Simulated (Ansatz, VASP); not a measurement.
## YbBi: VASP beside Ansatz

```
Yb Bi
1.0
     4.00461    0.00000    0.00000
     0.00000    4.00461    0.00000
     0.00000    0.00000    4.00461
Yb Bi
1 1
Cartesian
  0.0000 0.0000 0.0000
  2.0023 2.0023 2.0023
```

Alike in both runs: task single point; functional PBE; k mesh 8 × 8 × 8; occupations gaussian, width 0.05 eV; collinear spin; Hubbard terms Yb f U = 6.0 eV.

|  | VASP | Ansatz |
| --- | --- | --- |
| version | VASP 6.6.1 | Ansatz 0.2.0 |
| potentials or method | VASP PAW PBE potentials, release 64 (Yb, Bi_d), cutoff 520 eV | scalar-relativistic, plane waves, PAW |
| valence electrons in the cell | 39 | 39 |

```tsv
	VASP	Ansatz	Ansatz less VASP
gap on the k mesh at the Fermi level (eV)	none	none	-
pressure (GPa)	-1.1	-0.7	+0.36
```

The programs project onto different local orbitals, so the same U acts differently, and such runs can settle in different states. A gap of «none» marks a metal or a gap that the smearing closes. Ansatz's warnings: filled band counts differ across k points, seeded moment not kept.

Neither program's run includes spin-orbit coupling.
